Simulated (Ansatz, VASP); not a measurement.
## Zr2NbTe4: VASP beside Ansatz

```
Zr Nb Te
1.0
     9.30229    0.00000    0.00000
    -4.65115    8.05602    0.00000
     0.00000    0.00000    5.15785
Zr Nb Te
2 1 4
Cartesian
  0.0000 5.3707 2.5789
  4.6511 2.6853 2.5789
  0.0000 0.0000 2.5789
  4.6511 0.0000 2.5789
  -2.3256 4.0280 2.5789
  2.3256 4.0280 2.5789
  0.0000 0.0000 0.0000
```

Alike in both runs: functional PBE; k mesh 3 × 3 × 4; occupations gaussian, width 0.2 eV; no spin polarisation.

Ansatz relaxed the structure, and its values are those at the end. VASP's run is a single point on that final structure, the one shown.

```csv
,VASP,Ansatz
version,VASP 6.6.1,Ansatz 0.2.0
potentials or method,"VASP PAW PBE potentials, release 64 (Zr_sv, Nb_sv, Te), cutoff 500 eV","scalar-relativistic, plane waves, PAW"
valence electrons in the cell,61,101
```

|  | VASP | Ansatz | Ansatz less VASP |
| --- | --- | --- | --- |
| gap on the k mesh at the Fermi level (eV) | none | none | - |
| pressure (GPa) | 0.2 | 0.2 | +0.02 |

A gap of «none» marks a metal or a gap that the smearing closes. With one functional, cell and mesh, what is left measures potentials, basis and numerics. VASP's potentials hold 61 valence electrons a cell and Ansatz's 101, so a difference there can come from the potentials and not from the codes.

Neither program's run includes spin-orbit coupling.
